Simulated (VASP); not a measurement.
# TiAl3 (I4/mmm) in VASP: further runs, part 2 of 2

VASP 6.6.1. Earlier steps stand in the parts before.

## Step 3: Single point, PBE

INCAR reads:

```
PREC = Accurate ; ENCUT = 520
EDIFF = 1E-6 ; ISMEAR = -1
SIGMA = 0.05 ; LREAL = F
LASPH = T ; NELM = 100
ALGO = Fast ; ISIF = 2
LWAVE = F ; LCHARG = F
GGA = PE ; NBANDS = 18
```

KPOINTS reads:

```
regular mesh
0
Gamma
  6 6 6
```

POSCAR reads:

```
TiAl3
1.0
   -1.9111067713      1.9111067713      4.2806687947
    1.9111067713     -1.9111067713      4.2806687947
    1.9111067713      1.9111067713     -4.2806687947
Ti Al
1 3
Direct
    0.0000000000      0.0000000000      0.0000000000
    0.2500000000      0.7500000000      0.5000000000
    0.7500000000      0.2500000000      0.5000000000
    0.5000000000      0.5000000000      0.0000000000
```

Potentials or basis: VASP PAW PBE potentials, release 64 (Ti_sv, Al).

Launch:

```
$ cat potpaw_PBE.64/Ti_sv/POTCAR potpaw_PBE.64/Al/POTCAR > POTCAR
$ mpirun -np 1 vasp_std > vasp.out
```

OUTCAR:

```text
PREC = Accurate
   ENCUT = 520
   EDIFF = 1E-6
   ISMEAR = -1
   LREAL = F
   LASPH = T
   NELM = 100
   ISIF = 2
   GGA = PE

 ion  position               nearest neighbor table
   1  0.000  0.000  0.000-   4 2.70   4 2.70   4 2.70   4 2.70   3 2.87   2 2.87   3 2.87   2 2.87
                             3 2.87   3 2.87   2 2.87   2 2.87
   2  0.250  0.750  0.500-   3 2.70   3 2.70   3 2.70   3 2.70   4 2.87   1 2.87   4 2.87   4 2.87
                             1 2.87   1 2.87   4 2.87   1 2.87
   3  0.750  0.250  0.500-   2 2.70   2 2.70   2 2.70   2 2.70   4 2.87   1 2.87   4 2.87   1 2.87
                             4 2.87   4 2.87   1 2.87   1 2.87
   4  0.500  0.500  0.000-   1 2.70   1 2.70   1 2.70   1 2.70   3 2.87   2 2.87   3 2.87   3 2.87
                             2 2.87   2 2.87   3 2.87   2 2.87

  LATTYP: Found a body centered tetragonal cell.
 ALAT       =     3.8222135426
 C/A-ratio  =     2.2398899208

  Lattice vectors:

 A1 = (  -1.9111067713,   1.9111067713,   4.2806687947)
 A2 = (   1.9111067713,  -1.9111067713,   4.2806687947)
 A3 = (   1.9111067713,   1.9111067713,  -4.2806687947)

Analysis of symmetry for initial positions (statically):
=====================================================================
 Subroutine PRICEL returns:
[... 175 lines left out ...]

 E-fermi :   8.3780     XC(G=0): -10.7945

 val. band max:        8.3571675517   @ k =   0.3333  -0.0000   0.0000
 cond. band min:       8.4237773513   @ k =  -0.3333  -0.3333   0.1667
 fundamental gap:      0.0666097996
 Fermi energy:         8.3780337830

 k-point     1 :       0.0000    0.0000    0.0000
  band No.  band energies     occupation
      1     -48.0912      2.00000
      2     -24.4126      2.00000
      3     -24.4126      2.00000
      4     -24.3198      2.00000
      5      -1.7636      2.00000
      6       5.4982      2.00000
[... 481 lines left out ...]
      5      -0.9753      2.00000
      6       2.9147      2.00000
[... 10 lines left out ...]
     17      13.4448      0.00000
     18      13.7446      0.00000

 [... further k-points ...]
[... 5 lines left out ...]
  --------------------------------------------------------------------------------------
  -------------------------------------------------------------------------------------
  Total        0.7896663      0.7896663      0.8512790      0.0000000     -0.0000000      0.0000000
  in kB       20.2307826     20.2307826     21.8092616      0.0000000     -0.0000000      0.0000000
  external PRESSURE =      20.7569423 kB  Pullay stress =       0.0000000 kB

 VOLUME and BASIS-vectors are now :
 -----------------------------------------------------------------------------
  energy-cutoff  :      520.00
  volume of cell :       62.54
      direct lattice vectors                 reciprocal lattice vectors
    -1.911106771  1.911106771  4.280668795     0.000000000  0.261628501  0.116804178
     1.911106771 -1.911106771  4.280668795     0.261628501  0.000000000  0.116804178
     1.911106771  1.911106771 -4.280668795     0.261628501  0.261628501  0.000000000

 POSITION                                       TOTAL-FORCE (eV/Angst)
 -----------------------------------------------------------------------------------
      0.00000      0.00000      0.00000         0.000000     -0.000000      0.000000
      1.91111      0.00000      2.14033         0.000000     -0.000000      0.000000
      0.00000      1.91111      2.14033        -0.000000      0.000000     -0.000000
      0.00000      0.00000      4.28067         0.000000     -0.000000      0.000000
 -----------------------------------------------------------------------------------
    total drift:                               -0.000000     -0.000000     -0.000000

  FREE ENERGIE OF THE ION-ELECTRON SYSTEM (eV)
  ---------------------------------------------------
  free  energy   TOTEN  =       -20.6647544911 eV

  energy  without entropy=      -20.6527691064  energy(sigma->0) =      -20.65876180
```

OSZICAR:

```text
N       E                     dE             d eps       ncg     rms          rms(c)
DAV:   1     0.126002802431E+03    0.12600E+03   -0.91673E+03  1080   0.108E+03
DAV:   2    -0.137964761633E+02   -0.13980E+03   -0.13615E+03  1104   0.289E+02
DAV:   3    -0.224463367233E+02   -0.86499E+01   -0.84734E+01  1736   0.665E+01
[... 22 lines left out ...]
RMM:  26    -0.206647490045E+02   -0.17504E-05   -0.22022E-05  1183   0.169E-02    0.810E-03
RMM:  27    -0.206647504545E+02   -0.14500E-05   -0.17763E-05  1392   0.174E-02    0.892E-03
RMM:  28    -0.206647518375E+02   -0.13829E-05   -0.14340E-05   984   0.960E-03    0.934E-03
RMM:  29    -0.206647527763E+02   -0.93880E-06   -0.10766E-05  1030   0.780E-03    0.588E-03
RMM:  30    -0.206647537569E+02   -0.98063E-06   -0.11241E-05   979   0.870E-03    0.219E-03
RMM:  31    -0.206647544911E+02   -0.73421E-06   -0.79985E-06   958   0.820E-03
   1 F= -.20664754E+02 E0= -.20658762E+02  d E =-.119854E-01
```

stdout:

```text
POSCAR found type information on POSCAR TiAl
 POSCAR found :  2 types and       4 ions
 scaLAPACK will be used
 LDA part: xc-table for (Slater+PW92), standard interpolation
 POSCAR, INCAR and KPOINTS ok, starting setup
 FFT: planning ... GRIDC
 FFT: planning ... GRID_SOFT
 FFT: planning ... GRID
 WAVECAR not read
 entering main loop
WARNING in EDDRMM: call to ZHEGV failed, returncode =   8  4     13
WARNING in EDDRMM: call to ZHEGV failed, returncode =   6  3     15
```

It took 64 s on 1 thread of Intel Xeon 6975P-C (Granite Rapids), shared host; peak memory 0.25 GiB.

What came out:

* Free energy: -20.6648 eV
* Pressure: 2.1 GPa
* Band gap on the k mesh: zero (an odd number of electrons rules out a gap without spin polarisation)

Stress tensor (GPa, compression positive):
```
2.02 0.00 0.00
0.00 2.02 0.00
0.00 0.00 2.18
```

## Step 4: Single point, PBEsol

INCAR reads:

```
SYSTEM = TiAl3
  PREC = Accurate
  ENCUT = 520
  EDIFF = 1E-6
  ISMEAR = -1
  SIGMA = 0.05
  LREAL = .FALSE.
  LASPH = .TRUE.
  NELM = 100
  ALGO = Normal
  ISIF = 2
  LWAVE = .FALSE.
  LCHARG = .TRUE.
  GGA = PS
  LELF = .TRUE.
  LVHAR = .TRUE.
  NBANDS = 18
```

KPOINTS reads:

```
regular mesh
0
G
  6 6 6
  0 0 0
```

POSCAR is that of step 3.

Launch:

```
$ cat potpaw_PBE.64/Ti_sv/POTCAR potpaw_PBE.64/Al/POTCAR > POTCAR
$ mpirun -np 1 vasp_std > vasp.out
```

It took 26 s on 1 thread of Intel Xeon 6975P-C (Granite Rapids), shared host; peak memory 0.24 GiB.

The run converged. Its results:

```yaml
Free_energy: -22.2391 eV
Pressure: -0.4 GPa
Band_gap_on_the_k_mesh: zero (an odd number of electrons rules out a gap without spin polarisation)
```

Stress tensor (GPa, compression positive):
```
-0.45  0.00  0.00
 0.00 -0.45  0.00
 0.00  0.00 -0.24
```

Levels at points of the mesh, in eV from the Fermi level:
```tsv
k point	band 8	band 9	band 10	band 11	band 12	band 13	band 14	band 15
(0.00, 0.00, 0.00)	-1.45	-1.24	-1.24	0.82	1.74	1.74	2.22	2.48
(0.50, 0.00, 0.00)	-2.96	-1.08	-0.28	0.49	1.78	2.09	2.72	3.16
(0.50, 0.50, 0.00)	-3.77	-2.72	-2.22	-1.01	1.75	1.92	2.69	2.83
(0.50, 0.50, 0.50)	-0.92	-0.92	-0.25	0.69	0.69	0.94	3.05	4.77
```

Caveat: the PAW data sets were made with another functional, which shifts forces and pressure a little.

## Step 5: Single point, RPBE

INCAR reads:

```
PREC = Accurate
ENCUT = 520
EDIFF = 1E-6
ISMEAR = -1
SIGMA = 0.05
LREAL = F
LASPH = T
NELM = 80
ALGO = Normal
ISIF = 2
LWAVE = F
LCHARG = F
GGA = RP
NBANDS = 18
```

KPOINTS reads:

```
Automatic mesh
0
Gamma
  6 6 6
```

POSCAR is that of step 4.

Launch:

```
$ cat potpaw_PBE.64/Ti_sv/POTCAR potpaw_PBE.64/Al/POTCAR > POTCAR
$ mpirun -np 1 vasp_std > vasp.out
```

Run time: 23 s. Hardware: 1 thread of Intel Xeon 6975P-C (Granite Rapids), shared host; peak memory 0.24 GiB.

Results (log left out):

- Free energy: -19.4943 eV
- Pressure: 4.2 GPa
- Band gap on the k mesh: zero (an odd number of electrons rules out a gap without spin polarisation)

Stress tensor (GPa, compression positive):
```
4.27 0.00 0.00
0.00 4.27 0.00
0.00 0.00 4.15
```

Levels at points of the mesh, in eV from the Fermi level:
```tsv
k point	band 7	band 8	band 9	band 10	band 11	band 12	band 13	band 14	band 15	band 16
(0.00, 0.00, 0.00)	-2.67	-1.44	-1.25	-1.25	0.81	1.71	1.71	2.19	2.53	3.82
(0.50, 0.00, 0.00)	-3.66	-2.97	-1.09	-0.27	0.50	1.82	2.07	2.72	3.15	4.49
(0.50, 0.50, 0.00)	-4.38	-3.81	-2.76	-2.22	-1.01	1.78	1.96	2.67	2.82	3.22
(0.50, 0.50, 0.50)	-2.02	-0.95	-0.95	-0.25	0.70	0.70	0.93	3.05	4.82	6.12
```

Caveat: the cell stands under pressure; the PAW data sets were made with another functional, which shifts forces and pressure a little.

## Step 6: Single point, revPBE

INCAR reads:

```
PREC = Accurate ; ENCUT = 520
EDIFF = 1E-7 ; ISMEAR = -1
SIGMA = 0.05 ; LREAL = F
LASPH = T ; NELM = 60
ALGO = Normal ; ISIF = 2
LWAVE = F ; LCHARG = F
GGA = RE ; NBANDS = 18
```

KPOINTS reads:

```
regular mesh
0
Gamma
  6 6 6
```

POSCAR is that of step 5.

Potentials or basis: VASP PAW PBE potentials, release 64 (Ti_sv, Al).

Launch:

```
$ cat potpaw_PBE.64/Ti_sv/POTCAR potpaw_PBE.64/Al/POTCAR > POTCAR
$ mpirun -np 1 vasp_std > vasp.out
```

Run time: 30 s. Hardware: 1 thread of Intel Xeon 6975P-C (Granite Rapids), shared host; peak memory 0.24 GiB.

It converged, with:

- Free energy: -19.7289 eV
- Pressure: 3.8 GPa
- Band gap on the k mesh: zero (an odd number of electrons rules out a gap without spin polarisation)

Levels at points of the mesh, in eV from the Fermi level:
| k point | band 9 | band 10 | band 11 | band 12 | band 13 | band 14 |
| --- | --- | --- | --- | --- | --- | --- |
| (0.00, 0.00, 0.00) | -1.25 | -1.25 | 0.81 | 1.72 | 1.72 | 2.20 |
| (0.50, 0.00, 0.00) | -1.09 | -0.27 | 0.50 | 1.82 | 2.07 | 2.72 |
| (0.50, 0.50, 0.00) | -2.76 | -2.22 | -1.01 | 1.77 | 1.96 | 2.67 |
| (0.50, 0.50, 0.50) | -0.95 | -0.25 | 0.70 | 0.70 | 0.93 | 3.05 |

Caveat: the cell stands under pressure; the PAW data sets were made with another functional, which shifts forces and pressure a little.

## Step 7: The runs side by side

| level | potentials or basis | gap on the mesh (eV) | pressure (GPa) |
| --- | --- | --- | --- |
| LDA | VASP PAW LDA potentials, release 64 (Ti_sv, Al) | none | -3.4 |
| PBE | VASP PAW PBE potentials, release 64 (Ti_sv, Al) | none | 2.1 |
| PBEsol | VASP PAW PBE potentials, release 64 (Ti_sv, Al) | none | -0.4 |
| RPBE | VASP PAW PBE potentials, release 64 (Ti_sv, Al) | none | 4.2 |
| revPBE | VASP PAW PBE potentials, release 64 (Ti_sv, Al) | none | 3.8 |

Alike in all rows: task single point; no spin polarisation; cell as given; k mesh 6 × 6 × 6; cutoff (eV) 520; smearing fermi-dirac 0.05 eV.

Caveats: the PAW data sets were made with another functional, which shifts forces and pressure a little (at least some runs); the cell stands under pressure (at least some runs); the cell stands under tension (at least some runs).

Absolute energies hang on the potentials; compare differences alone.

The gap in the log of VASP goes by the Fermi energy; the results here count the filled bands.